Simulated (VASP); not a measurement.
# InAs in VASP: a series of runs

InAs is run at these levels: PBE; tasks: single point.

Program: VASP 6.6.1. These are calculated values, not measurements. Logs are shortened: lines on timing, memory, paths and dates and some standing lists are left out, and cuts for length are marked.

## 1. The cell of the first run

The cell holds a wire or tube with vacuum around it, 2 atoms: a = 11.200 Å, b = 9.300 Å, c = 2.556 Å, α = 90.00°, β = 90.00°, γ = 90.00°.

## 2. Single point, PBE, collinear spin

Contents of INCAR:

```
PREC = Accurate
ENCUT = 520
EDIFF = 1E-6
ISMEAR = 0
SIGMA = 0.05
LREAL = F
LASPH = T
NELM = 150
ALGO = Normal
ISIF = 2
LWAVE = F
LCHARG = F
ISPIN = 2
MAGMOM = 0.5 0.5
LORBIT = 11
GGA = PE
NBANDS = 20
```

Contents of KPOINTS:

```
Automatic mesh
0
Gamma
  1 1 25
```

Contents of POSCAR:

```
InAs
1.0
   11.2000000000      0.0000000000      0.0000000000
    0.0000000000      9.3000000000      0.0000000000
    0.0000000000      0.0000000000      2.5555352690
In As
1 1
Direct
    0.4031341921      0.5000000000      0.0000000000
    0.5968658079      0.5000000000      0.5000000000
```

Potentials or basis: VASP PAW PBE potentials, release 64 (In_d, As).

Launch:

```bash
> cat potpaw_PBE.64/In_d/POTCAR potpaw_PBE.64/As/POTCAR > POTCAR
> mpirun -np 1 vasp_std > vasp.out
```

OUTCAR:

```text
PREC = Accurate
   ENCUT = 520
   EDIFF = 1E-6
   ISMEAR = 0
   LREAL = F
   LASPH = T
   NELM = 150
   ISIF = 2
   ISPIN = 2
   LORBIT = 11
   GGA = PE

 ion  position               nearest neighbor table
   1  0.403  0.500  0.000-   2 2.52   2 2.52
   2  0.597  0.500  0.500-   1 2.52   1 2.52

  LATTYP: Found a simple orthorhombic cell.
 ALAT       =     2.5555352690
 B/A-ratio  =     3.6391593232
 C/A-ratio  =     4.3826434860

  Lattice vectors:

 A1 = (   0.0000000000,   0.0000000000,  -2.5555352690)
 A2 = (   0.0000000000,   9.3000000000,   0.0000000000)
 A3 = (  11.2000000000,   0.0000000000,   0.0000000000)

Analysis of symmetry for initial positions (statically):
=====================================================================
 Subroutine PRICEL returns:
 Original cell was already a primitive cell.

 Routine SETGRP: Setting up the symmetry group for a
 simple orthorhombic supercell.

 Subroutine GETGRP returns: Found  4 space group operations
 (whereof  4 operations were pure point group operations)
 out of a pool of  8 trial point group operations.

The static configuration has the point symmetry C_2v.

Analysis of symmetry for dynamics (positions and initial velocities):
=====================================================================
 Subroutine PRICEL returns:
 Original cell was already a primitive cell.

 Routine SETGRP: Setting up the symmetry group for a
 simple orthorhombic supercell.

 Subroutine GETGRP returns: Found  4 space group operations
 (whereof  4 operations were pure point group operations)
 out of a pool of  8 trial point group operations.

The dynamic configuration has the point symmetry C_2v.

Analysis of structural, dynamic, and magnetic symmetry:
=====================================================================
 Subroutine PRICEL returns:
 Original cell was already a primitive cell.

 Routine SETGRP: Setting up the symmetry group for a
 simple orthorhombic supercell.

 Subroutine GETGRP returns: Found  4 space group operations
 (whereof  4 operations were pure point group operations)
 out of a pool of  8 trial point group operations.

The overall configuration has the point symmetry C_2v.

 Subroutine INISYM returns: Found  4 space group operations
 (whereof  4 operations are pure point group operations),
 and found     1 'primitive' translations

----------------------------------------------------------------------------------------

                                     Primitive cell

  volume of cell :     266.1846

  direct lattice vectors                    reciprocal lattice vectors
    11.200000000  0.000000000  0.000000000     0.089285714  0.000000000  0.000000000
     0.000000000  9.300000000  0.000000000     0.000000000  0.107526882  0.000000000
     0.000000000  0.000000000  2.555535269     0.000000000  0.000000000  0.391307454

  length of vectors
    11.200000000  9.300000000  2.555535269     0.089285714  0.107526882  0.391307454

  position of ions in fractional coordinates (direct lattice)
     0.403134192  0.500000000  0.000000000
     0.596865808  0.500000000  0.500000000

  ion indices of the primitive-cell ions
   primitive index   ion index
                 1           1
                 2           2

----------------------------------------------------------------------------------------

 KPOINTS: Automatic mesh

Automatic generation of k-mesh.
 Grid dimensions read from file:
 generate k-points for:    1    1   25

 Generating k-lattice:

  Cartesian coordinates                     Fractional coordinates (reciprocal lattice)
     0.089285714  0.000000000  0.000000000     1.000000000  0.000000000  0.000000000
     0.000000000  0.107526882  0.000000000     0.000000000  1.000000000  0.000000000
     0.000000000  0.000000000  0.015652298     0.000000000  0.000000000  0.040000000

  Length of vectors
     0.089285714  0.107526882  0.015652298

  Shift w.r.t. Gamma in fractional coordinates (k-lattice)
     0.000000000  0.000000000  0.000000000

 Subroutine IBZKPT returns following result:
 ===========================================

 Found     13 irreducible k-points:

 Following reciprocal coordinates:
            Coordinates               Weight
  0.000000  0.000000  0.000000      1.000000
  0.000000  0.000000  0.040000      2.000000
  0.000000  0.000000  0.080000      2.000000
  0.000000  0.000000  0.120000      2.000000
  0.000000  0.000000  0.160000      2.000000
  0.000000  0.000000  0.200000      2.000000
  0.000000  0.000000  0.240000      2.000000
  0.000000  0.000000  0.280000      2.000000
  0.000000  0.000000  0.320000      2.000000
  0.000000  0.000000  0.360000      2.000000
  0.000000  0.000000  0.400000      2.000000
  0.000000  0.000000  0.440000      2.000000
  0.000000  0.000000  0.480000      2.000000
   k-points           NKPTS =     13   k-points in BZ     NKDIM =     13   number of bands    NBANDS=     20
   number of dos      NEDOS =    301   number of ions     NIONS =      2
   total plane-waves  NPLWV = 117600
   dimension x,y,z NGX =    84 NGY =   70 NGZ =   20
   dimension x,y,z NGXF=   168 NGYF=  140 NGZF=   40
   ions per type =               1   1
   NGX,Y,Z   is equivalent  to a cutoff of  12.47, 12.51, 13.01 a.u.
   NGXF,Y,Z  is equivalent  to a cutoff of  24.94, 25.03, 26.02 a.u.
 SYSTEM =  unknown system
   PREC   = accura    normal or accurate (medium, high low for compatibility)
   ISTART =      0    job   : 0-new  1-cont  2-samecut
   ICHARG =      2    charge: 1-file 2-atom 10-const
   ISPIN  =      2    spin polarized calculation?
   LNONCOLLINEAR =      F non collinear calculations
   LSORBIT =      F    spin-orbit coupling
   LASPH  =      T    aspherical Exc in radial PAW
   ENCUT  =  520.0 eV  38.22 Ry    6.18 a.u.  20.82 17.29  4.75*2*pi/ulx,y,z
   NELM   =    150;   NELMIN=  2; NELMDL= -5     # of ELM steps
   EDIFF  = 0.1E-05   stopping-criterion for ELM
   LREAL  =      F    real-space projection
   EDIFFG = 0.1E-04   stopping-criterion for IOM
   NSW    =      0    number of steps for IOM
   IBRION =     -1    ionic relax: 0-MD 1-quasi-New 2-CG
   NFREE  =      0    steps in history (QN), initial steepest desc. (CG)
   ISIF   =      2    stress and relaxation
   ISYM   =      2    0-nonsym 1-usesym 2-fastsym
   POTIM  = 0.5000    time-step for ionic-motion
   TEBEG  =    0.0;   TEEND  =   0.0 temperature during run
   PSTRESS=    0.0 pullay stress
   NELECT =      18.0000    total number of electrons
   NUPDOWN=      -1.0000    fix difference up-down
   EMIN   =  10.00;   EMAX   =-10.00  energy-range for DOS
   EFERMI =   0.00;   METHOD = LEGACY
   ISMEAR =     0;   SIGMA  =   0.05  broadening in eV -4-tet -1-fermi 0-gaus
   EFERMI_NEDOS =   21; number of points for ismear=-14 and -15
   IALGO  =     38    algorithm
   IMIX   =      4    mixing-type and parameters
     AMIX     =   0.40;   BMIX     =  1.00
     AMIX_MAG =   1.60;   BMIX_MAG =  1.00
  volume/ion in A,a.u.               =     133.09       898.15
  Fermi-wavevector in a.u.,A,eV,Ry     =   0.666968  1.260386  6.052494  0.444846
  Thomas-Fermi vector in A             =   1.741431
   LORBIT       =     11    0 simple, 1 ext, 2 COOP (PROOUT), +10 PAW based schemes
   GGA     = PE    functional components
   LHFCALC =     F    Hartree Fock is set to
   AEXX    =    0.0000 exact exchange contribution
   IVDW    =     0    specifies the selected vdW correction
   LEPSILON=     F    determine dielectric tensor
   LRPA    =     F    only Hartree local field effects (RPA)
 spin polarized calculation
 Gauss-broadening in eV      SIGMA  =   0.05
  energy-cutoff  :      520.00
  volume of cell :      266.18
 maximum number of plane-waves:      7180
 NGX is ok and might be reduce to    84
   NGX = 41   NGY = 35   NGZ =  9

 number of electron      18.0000003 magnetization      -0.0006759

 number of electron      18.0000003 magnetization       0.0000927

 Free energy of the ion-electron system (eV)
  ---------------------------------------------------
  ext. energy  EPLUGINS =         0.00000000
  ---------------------------------------------------
  free energy    TOTEN  =        -5.07691880 eV

  energy without entropy =       -5.07522684  energy(sigma->0) =       -5.07607282

 E-fermi :  -1.9508     XC(G=0):  -2.9258

 val. band max:       -1.9995340542   @ k =   0.0000   0.0000   0.4000
 cond. band min:      -1.9133665716   @ k =   0.0000   0.0000   0.0000
 fundamental gap:      0.0861674826
 Fermi energy:        -1.9508479561

 spin component 1

 k-point     1 :       0.0000    0.0000    0.0000
  band No.  band energies     occupation
      1     -18.7592      1.00000
      2     -17.8195      1.00000
      3     -17.5217      1.00000
      4     -17.0921      1.00000
      5     -17.0514      1.00000
      6     -15.1801      1.00000
[... 12 lines left out ...]
     19       4.5277      0.00000
     20       5.0414      0.00000

 k-point     2 :       0.0000    0.0000    0.0400
  band No.  band energies     occupation
      1     -18.7282      1.00000
      2     -17.8147      1.00000
      3     -17.5194      1.00000
      4     -17.1083      1.00000
      5     -17.0733      1.00000
      6     -15.1413      1.00000
[... 12 lines left out ...]
     19       4.5606      0.00000
     20       5.0127      0.00000
[... 211 lines left out ...]
      2     -17.9977      1.00000
      3     -17.4750      1.00000
      4     -17.3767      1.00000
      5     -16.7897      1.00000
      6     -10.9888      1.00000
[... 12 lines left out ...]
     19       6.8749      0.00000
     20       7.1651      0.00000

 k-point    13 :       0.0000    0.0000    0.4800
  band No.  band energies     occupation
      1     -18.1973      1.00000
      2     -18.0243      1.00000
      3     -17.4680      1.00000
      4     -17.3720      1.00000
      5     -16.7255      1.00000
      6     -10.4990      1.00000
[... 12 lines left out ...]
     19       7.1779      0.00000
     20       7.3963      0.00000
 Fermi energy:        -1.9508479561

 spin component 2

 k-point     1 :       0.0000    0.0000    0.0000
  band No.  band energies     occupation
      1     -18.7592      1.00000
      2     -17.8194      1.00000
      3     -17.5217      1.00000
      4     -17.0921      1.00000
      5     -17.0514      1.00000
      6     -15.1800      1.00000
[... 12 lines left out ...]
     19       4.5285      0.00000
     20       5.0421      0.00000

 k-point     2 :       0.0000    0.0000    0.0400
  band No.  band energies     occupation
      1     -18.7282      1.00000
      2     -17.8147      1.00000
      3     -17.5194      1.00000
      4     -17.1083      1.00000
      5     -17.0733      1.00000
      6     -15.1413      1.00000
[... 12 lines left out ...]
     19       4.5615      0.00000
     20       5.0765      0.00000
[... 212 lines left out ...]
      3     -17.4750      1.00000
      4     -17.3767      1.00000
      5     -16.7897      1.00000
      6     -10.9888      1.00000
[... 12 lines left out ...]
     19       6.8753      0.00000
     20       7.1658      0.00000

 k-point    13 :       0.0000    0.0000    0.4800
  band No.  band energies     occupation
      1     -18.1973      1.00000
      2     -18.0243      1.00000
      3     -17.4680      1.00000
      4     -17.3720      1.00000
      5     -16.7255      1.00000
      6     -10.4990      1.00000
[... 12 lines left out ...]
     19       7.1792      0.00000
     20       7.3966      0.00000

------------------------ aborting loop because EDIFF is reached ----------------------------------------

  FORCE on cell =-STRESS in cart. coord.  units (eV):
  Direction    XX          YY          ZZ          XY          YZ          ZX
  --------------------------------------------------------------------------------------
  -------------------------------------------------------------------------------------
  Total        6.1528435      0.0166540      8.3148297      0.0000000      0.0000000      0.0000000
  in kB       37.0342541      0.1002410     50.0473507      0.0000000      0.0000000      0.0000000
  external PRESSURE =      29.0606152 kB  Pullay stress =       0.0000000 kB

 VOLUME and BASIS-vectors are now :
 -----------------------------------------------------------------------------
  energy-cutoff  :      520.00
  volume of cell :      266.18
      direct lattice vectors                 reciprocal lattice vectors
    11.200000000  0.000000000  0.000000000     0.089285714  0.000000000  0.000000000
     0.000000000  9.300000000  0.000000000     0.000000000  0.107526882  0.000000000
     0.000000000  0.000000000  2.555535269     0.000000000  0.000000000  0.391307454

 POSITION                                       TOTAL-FORCE (eV/Angst)
 -----------------------------------------------------------------------------------
      4.51510      4.65000      0.00000        -2.858322      0.000000      0.000000
      6.68490      4.65000      1.27777         2.858322      0.000000      0.000000
 -----------------------------------------------------------------------------------
    total drift:                                0.000849     -0.000000     -0.000001

  FREE ENERGIE OF THE ION-ELECTRON SYSTEM (eV)
  ---------------------------------------------------
  free  energy   TOTEN  =        -5.0769187962 eV

  energy  without entropy=       -5.0752268415  energy(sigma->0) =       -5.07607282

 total charge

# of ion       s       p       d       tot
------------------------------------------
    1        0.937   0.808   9.893  11.637
    2        1.307   1.424   0.049   2.780
--------------------------------------------------
tot          2.244   2.232   9.942  14.417

 magnetization (x)

# of ion       s       p       d       tot
------------------------------------------
    1       -0.000   0.000   0.000   0.000
    2        0.000   0.000   0.000   0.000
--------------------------------------------------
tot         -0.000   0.000   0.000   0.000
```

It took 4.3 min on 1 thread of Intel Xeon 8259CL, shared host; peak memory 0.46 GiB.

What came out:

```yaml
Free_energy: -5.0769 eV
Largest_force: 2.858 eV/Å
Band_gap_on_the_k_mesh: zero (filled and empty bands overlap)
Net_moment: 0.00 μB per cell
Valence_electrons_inside_the_program's_atomic_spheres: In 11.64; As 2.78
```

Forces in eV/Å, atoms in the order of the input:
```
In  -2.858  0.000  0.000
As   2.858  0.000  0.000
```

Levels at points of the mesh, in eV from the Fermi level:
Spin up:
```tsv
k point	band 5	band 6	band 7	band 8	band 9	band 10	band 11	band 12	band 13	band 14
(0.00, 0.00, 0.00)	-15.10	-13.23	-7.34	-3.42	-2.81	0.04	2.69	3.01	3.72	4.43
```
Spin down:
```tsv
k point	band 7	band 8	band 9	band 10	band 11	band 12
(0.00, 0.00, 0.00)	-7.34	-3.42	-2.81	0.04	2.69	3.01
```

Caveat: spin-orbit coupling is left out, which moves the levels of the heavy elements.

## 3. Single point, PBE, collinear spin

This run uses another cell than the first one.

Contents of INCAR:

```
  PREC = Accurate
  ENCUT = 520
  EDIFF = 1E-7
  ISMEAR = 0
  SIGMA = 0.05
  LREAL = False
  LASPH = True
  NELM = 150
  ALGO = Normal
  ISIF = 2
  LWAVE = False
  LCHARG = True
  ISPIN = 2
  MAGMOM = 0.5 0.5
  LORBIT = 11
  GGA = PE
  LELF = True
  LVHAR = True
  NBANDS = 20
```

KPOINTS is that of step 2.

Contents of POSCAR:

```
InAs
1.0
   11.2000000000      0.0000000000      0.0000000000
    0.0000000000      9.3000000000      0.0000000000
    0.0000000000      0.0000000000      2.7614353661
In As
1 1
Direct
    0.3894610831      0.5000000000      0.0000000000
    0.6105389169      0.5000000000      0.5000000000
```

Potentials or basis: VASP PAW PBE potentials, release 64 (In_d, As).

Launch:

```bash
> cat potpaw_PBE.64/In_d/POTCAR potpaw_PBE.64/As/POTCAR > POTCAR
> mpirun -np 1 vasp_std > vasp.out
```

It took 6.1 min on 1 thread of Intel Xeon 8259CL, shared host; peak memory 0.54 GiB.

Results (log left out):

* Free energy: -5.7681 eV
* Largest force: 0.008 eV/Å
* Band gap on the k mesh: zero (filled and empty bands overlap)
* Net moment: 0.00 μB per cell
* Valence electrons inside the program's atomic spheres: In 11.40; As 2.62

Forces on the atoms (eV/Å):
```
In  -0.008  0.000  0.000
As   0.008  0.000  0.000
```

Levels at points of the mesh, in eV from the Fermi level:
Spin up:
```tsv
k point	band 7	band 8	band 9	band 10	band 11	band 12
(0.00, 0.00, 0.00)	-6.58	-2.24	-2.15	0.41	2.77	3.18
```
Spin down:
| k point | band 7 | band 8 | band 9 | band 10 | band 11 | band 12 |
| --- | --- | --- | --- | --- | --- | --- |
| (0.00, 0.00, 0.00) | -6.58 | -2.24 | -2.15 | 0.41 | 2.77 | 3.18 |

Caveat: spin-orbit coupling is left out, which moves the levels of the heavy elements.
